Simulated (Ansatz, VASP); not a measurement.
Two plane-wave programs on ScAl

The input INCAR:

```
PREC = Accurate
ENCUT = 520
EDIFF = 1E-7
ISMEAR = -1
SIGMA = 0.15
LREAL = False
LASPH = True
NELM = 80
ALGO = Fast
ISIF = 2
LWAVE = False
LCHARG = True
GGA = PS
LELF = True
LVHAR = True
NBANDS = 14
```

The input KPOINTS:

```
regular mesh
0
Gamma
  12 12 12
```

File POSCAR:

```
ScAl
1.0
    3.3254203780      0.0000000000      0.0000000000
    0.0000000000      3.3254203780      0.0000000000
    0.0000000000      0.0000000000      3.3254203780
Sc Al
1 1
Direct
    0.5000000000      0.5000000000      0.5000000000
    0.0000000000      0.0000000000      0.0000000000
```

Input for Ansatz:

```yaml
crystal:
  lattice:
    - [3.3254203779, 0.0, 0.0]
    - [0.0, 3.3254203779, 0.0]
    - [0.0, 0.0, 3.3254203779]
  atoms:
    - { symbol: Sc, position: [0.5, 0.5, 0.5] }
    - { symbol: Al, position: [0.0, 0.0, 0.0] }
basis:
  ecutwfc: 420
kpoints:
  mp_grid: { grid: [12, 12, 12] }
hamiltonian:
  xc: pbesol
scf:
  occupations: { method: fermi_dirac, width: 0.15 }
output:
  forces: true
  stress: true
  eigenvalues: true
```

Alike in both runs: task single point; functional PBEsol; k mesh 12 × 12 × 12; occupations fermi-dirac, width 0.15 eV; no spin polarisation.

|  | VASP | Ansatz |
| --- | --- | --- |
| version | VASP 6.6.1 | Ansatz 0.2.0 |
| potentials or method | VASP PAW PBE potentials, release 64 (Sc_sv, Al), cutoff 520 eV | scalar-relativistic, plane waves, PAW |
| valence electrons in the cell | 14 | 14 |

```csv
,VASP,Ansatz,Ansatz less VASP
gap on the k mesh at the Fermi level (eV),none,none,-
pressure (GPa),1.9,1.7,-0.17
```

VASP's potentials were made for PBE, not for PBEsol. A gap of «none» marks a metal or a gap that the smearing closes.
